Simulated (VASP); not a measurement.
# CdF2 (I4/mmm) in VASP: single point with LDA

Aim: the single point of CdF2 with LDA.

All numbers are computed with VASP 6.6.1; they aren't measurements. Logs are shortened: lines on timing, memory, paths and dates and some standing lists are left out, and cuts for length are marked.

## (1) The cell of the first run

It takes space group I4/mmm (No. 139, tetragonal). Conventional cell: a = 3.810 Å, b = 3.810 Å, c = 5.590 Å, α = 90.00°, β = 90.00°, γ = 90.00°. Within 3.1 Å of Cd (site symmetry 4/mmm) lie 8 F at 2.36 Å. F (site symmetry -4m2) has 4 Cd at 2.36 Å and 6 F at 2.69 to 2.80 Å within 3.1 Å.

## (2) Single point, LDA (strain +0.0375 x Voigt [1, 0, 0, 0, 0, 0])

File INCAR:

```
SYSTEM = CdF2
PREC     = Accurate       ! precision mode
ENCUT    = 520            ! plane-wave cutoff, eV
EDIFF    = 1E-6           ! SCF threshold, eV
ISMEAR   = 0              ! smearing method
SIGMA    = 0.05           ! smearing width, eV
LREAL    = .FALSE.        ! projectors in reciprocal space
LASPH    = .TRUE.         ! aspherical terms in the spheres
NELM     = 100            ! most SCF steps
ALGO     = Normal         ! electronic algorithm
ISIF     = 2              ! what is computed and relaxed
LWAVE    = .FALSE.        ! write WAVECAR
LCHARG   = .FALSE.        ! write CHGCAR
GGA      = CA             ! functional
NBANDS   = 20             ! bands
```

File KPOINTS:

```
Automatic mesh
0
G
  8 8 8
  0 0 0
```

File POSCAR:

```
CdF2
1.0
    0.0000000000      2.6940000000      2.6940000000
    2.7950250000      0.0000000000      2.6940000000
    2.7950250000      2.6940000000      0.0000000000
Cd F
1 2
Direct
    0.0000000000      0.0000000000      0.0000000000
    0.2500000000      0.2500000000      0.2500000000
    0.7500000000      0.7500000000      0.7500000000
```

Potentials or basis: VASP PAW LDA potentials, release 64 (Cd, F).

The run is started by

```sh
cat potpaw_LDA.64/Cd/POTCAR potpaw_LDA.64/F/POTCAR > POTCAR
mpirun -np 1 vasp_std > vasp.out
```

OUTCAR:

```text
SYSTEM = CdF2
   PREC = Accurate
   ENCUT = 520
   EDIFF = 1E-6
   ISMEAR = 0
   LREAL = .FALSE.
   LASPH = .TRUE.
   NELM = 100
   ISIF = 2
   GGA = CA

 ion  position               nearest neighbor table
   1  0.000  0.000  0.000-   2 2.36   3 2.36   3 2.36   3 2.36   3 2.36   2 2.36   2 2.36   2 2.36

   2  0.250  0.250  0.250-   1 2.36   1 2.36   1 2.36   1 2.36
   3  0.750  0.750  0.750-   1 2.36   1 2.36   1 2.36   1 2.36

  LATTYP: Found a body centered tetragonal cell.
 ALAT       =     3.8098913370
 C/A-ratio  =     1.4672465710

  Lattice vectors:

 A1 = (   2.7950250000,   0.0000000000,   2.6940000000)
 A2 = (   2.7950250000,   0.0000000000,  -2.6940000000)
 A3 = (  -2.7950250000,   2.6940000000,   0.0000000000)

Analysis of symmetry for initial positions (statically):
=====================================================================
 Subroutine PRICEL returns:
 Original cell was already a primitive cell.

 Routine SETGRP: Setting up the symmetry group for a
 body centered tetragonal supercell.

 Subroutine GETGRP returns: Found 16 space group operations
 (whereof 16 operations were pure point group operations)
 out of a pool of 16 trial point group operations.

The static configuration has the point symmetry D_4h.

Analysis of symmetry for dynamics (positions and initial velocities):
=====================================================================
 Subroutine PRICEL returns:
 Original cell was already a primitive cell.

 Routine SETGRP: Setting up the symmetry group for a
 body centered tetragonal supercell.

 Subroutine GETGRP returns: Found 16 space group operations
 (whereof 16 operations were pure point group operations)
 out of a pool of 16 trial point group operations.

The dynamic configuration has the point symmetry D_4h.

 Subroutine INISYM returns: Found 16 space group operations
 (whereof 16 operations are pure point group operations),
 and found     1 'primitive' translations

----------------------------------------------------------------------------------------

                                     Primitive cell

  volume of cell :      40.5705

  direct lattice vectors                    reciprocal lattice vectors
     0.000000000  2.694000000  2.694000000    -0.178889276  0.185597624  0.185597624
     2.795025000  0.000000000  2.694000000     0.178889276 -0.185597624  0.185597624
     2.795025000  2.694000000  0.000000000     0.178889276  0.185597624 -0.185597624

  length of vectors
[... 82 lines left out ...]
   ENCUT  =  520.0 eV  38.22 Ry    6.18 a.u.   7.08  7.22  7.22*2*pi/ulx,y,z
   NELM   =    100;   NELMIN=  2; NELMDL= -5     # of ELM steps
   EDIFF  = 0.1E-05   stopping-criterion for ELM
   LREAL  =      F    real-space projection
   EDIFFG = 0.1E-04   stopping-criterion for IOM
   NSW    =      0    number of steps for IOM
   IBRION =     -1    ionic relax: 0-MD 1-quasi-New 2-CG
   NFREE  =      0    steps in history (QN), initial steepest desc. (CG)
   ISIF   =      2    stress and relaxation
   ISYM   =      2    0-nonsym 1-usesym 2-fastsym
   POTIM  = 0.5000    time-step for ionic-motion
   TEBEG  =    0.0;   TEEND  =   0.0 temperature during run
   PSTRESS=    0.0 pullay stress
   NELECT =      26.0000    total number of electrons
   NUPDOWN=      -1.0000    fix difference up-down
   EMIN   =  10.00;   EMAX   =-10.00  energy-range for DOS
   EFERMI =   0.00;   METHOD = LEGACY
   ISMEAR =     0;   SIGMA  =   0.05  broadening in eV -4-tet -1-fermi 0-gaus
   EFERMI_NEDOS =   21; number of points for ismear=-14 and -15
   IALGO  =     38    algorithm
   IMIX   =      4    mixing-type and parameters
     AMIX     =   0.40;   BMIX     =  1.00
     AMIX_MAG =   1.60;   BMIX_MAG =  1.00
  volume/ion in A,a.u.               =      13.52        91.26
  Fermi-wavevector in a.u.,A,eV,Ry     =   1.411440  2.667234 27.105009  1.992162
  Thomas-Fermi vector in A             =   2.533291
   LORBIT       =      0    0 simple, 1 ext, 2 COOP (PROOUT), +10 PAW based schemes
   GGA     = CA    functional components
   LHFCALC =     F    Hartree Fock is set to
   AEXX    =    0.0000 exact exchange contribution
   IVDW    =     0    specifies the selected vdW correction
   LEPSILON=     F    determine dielectric tensor
   LRPA    =     F    only Hartree local field effects (RPA)
 non-spin polarized calculation
 Gauss-broadening in eV      SIGMA  =   0.05
  energy-cutoff  :      520.00
  volume of cell :       40.57
 maximum number of plane-waves:      1107
   NGX = 15   NGY = 15   NGZ = 15

 number of electron      25.9999996 magnetization

 Free energy of the ion-electron system (eV)
  ---------------------------------------------------
  ext. energy  EPLUGINS =         0.00000000
  ---------------------------------------------------
  free energy    TOTEN  =       -12.64641715 eV

  energy without entropy =      -12.64641715  energy(sigma->0) =      -12.64641715

 E-fermi :  -1.5794     XC(G=0): -10.9303

 val. band max:       -1.9001214506   @ k =   0.5000  -0.2500   0.2500
 cond. band min:       0.7191607488   @ k =   0.0000   0.0000   0.0000
 fundamental gap:      2.6192821994
 Fermi energy:        -1.5793942758

 k-point     1 :       0.0000    0.0000    0.0000
  band No.  band energies     occupation
      1     -22.1783      2.00000
      2     -21.0946      2.00000
      3      -7.4787      2.00000
      4      -7.4577      2.00000
      5      -7.4577      2.00000
      6      -6.3566      2.00000
[... 541 lines left out ...]
     19      15.8422      0.00000
     20      18.0956      0.00000

 [... further k-points ...]

------------------------ aborting loop because EDIFF is reached ----------------------------------------

  FORCE on cell =-STRESS in cart. coord.  units (eV):
  Direction    XX          YY          ZZ          XY          YZ          ZX
  --------------------------------------------------------------------------------------
  -------------------------------------------------------------------------------------
  Total       -2.7500930     -1.7394994     -1.7394994      0.0000000      0.0000000     -0.0000000
  in kB     -108.6043172    -68.6948193    -68.6948193      0.0000000      0.0000000     -0.0000000
  external PRESSURE =     -81.9979853 kB  Pullay stress =       0.0000000 kB

 VOLUME and BASIS-vectors are now :
 -----------------------------------------------------------------------------
  energy-cutoff  :      520.00
  volume of cell :       40.57
      direct lattice vectors                 reciprocal lattice vectors
     0.000000000  2.694000000  2.694000000    -0.178889276  0.185597624  0.185597624
     2.795025000  0.000000000  2.694000000     0.178889276 -0.185597624  0.185597624
     2.795025000  2.694000000  0.000000000     0.178889276  0.185597624 -0.185597624

 POSITION                                       TOTAL-FORCE (eV/Angst)
 -----------------------------------------------------------------------------------
      0.00000      0.00000      0.00000         0.000000     -0.000000     -0.000000
      1.39751      1.34700      1.34700        -0.000000     -0.000000      0.000000
      4.19254      4.04100      4.04100         0.000000      0.000000     -0.000000
 -----------------------------------------------------------------------------------
    total drift:                                0.000000      0.000000      0.000000

  FREE ENERGIE OF THE ION-ELECTRON SYSTEM (eV)
  ---------------------------------------------------
  free  energy   TOTEN  =       -12.6464171484 eV

  energy  without entropy=      -12.6464171484  energy(sigma->0) =      -12.64641715
```

OSZICAR:

```text
N       E                     dE             d eps       ncg     rms          rms(c)
DAV:   1     0.197065844910E+03    0.19707E+03   -0.15331E+04  2472   0.131E+03
DAV:   2    -0.544672912161E+01   -0.20251E+03   -0.19351E+03  2596   0.344E+02
DAV:   3    -0.142284576494E+02   -0.87817E+01   -0.87540E+01  2684   0.775E+01
DAV:   4    -0.142688978164E+02   -0.40440E-01   -0.40437E-01  2584   0.543E+00
DAV:   5    -0.142690422028E+02   -0.14439E-03   -0.14439E-03  2644   0.296E-01    0.940E+00
DAV:   6    -0.126781200188E+02    0.15909E+01   -0.36679E+00  3068   0.373E+01    0.709E+00
DAV:   7    -0.126864177246E+02   -0.82977E-02   -0.74680E-01  2432   0.784E+00    0.401E+00
DAV:   8    -0.126561261879E+02    0.30292E-01   -0.16222E-01  2532   0.347E+00    0.748E-01
DAV:   9    -0.126461545864E+02    0.99716E-02   -0.31387E-02  2932   0.205E+00    0.104E-01
DAV:  10    -0.126463979488E+02   -0.24336E-03   -0.28809E-03  2468   0.580E-01    0.828E-02
DAV:  11    -0.126464330648E+02   -0.35116E-04   -0.18043E-04  2772   0.191E-01    0.486E-02
DAV:  12    -0.126464167179E+02    0.16347E-04   -0.76067E-05  2524   0.817E-02    0.837E-03
DAV:  13    -0.126464171484E+02   -0.43050E-06   -0.54469E-06  2504   0.202E-02
   1 F= -.12646417E+02 E0= -.12646417E+02  d E =-.148836E-21
```

Run time: 26 s. Hardware: 1 thread of Intel Xeon Platinum 8488C (Sapphire Rapids), shared host; peak memory 0.17 GiB.

What came out:

```yaml
Free_energy: -12.6464 eV
Pressure: -8.2 GPa
Band_gap_on_the_k_mesh: 2.62 eV, indirect (least direct gap 3.12 eV)
```

Caveat: the cell differs from its parent crystal (strain +0.0375 x Voigt [1, 0, 0, 0, 0, 0]). A k mesh can miss the band edges.
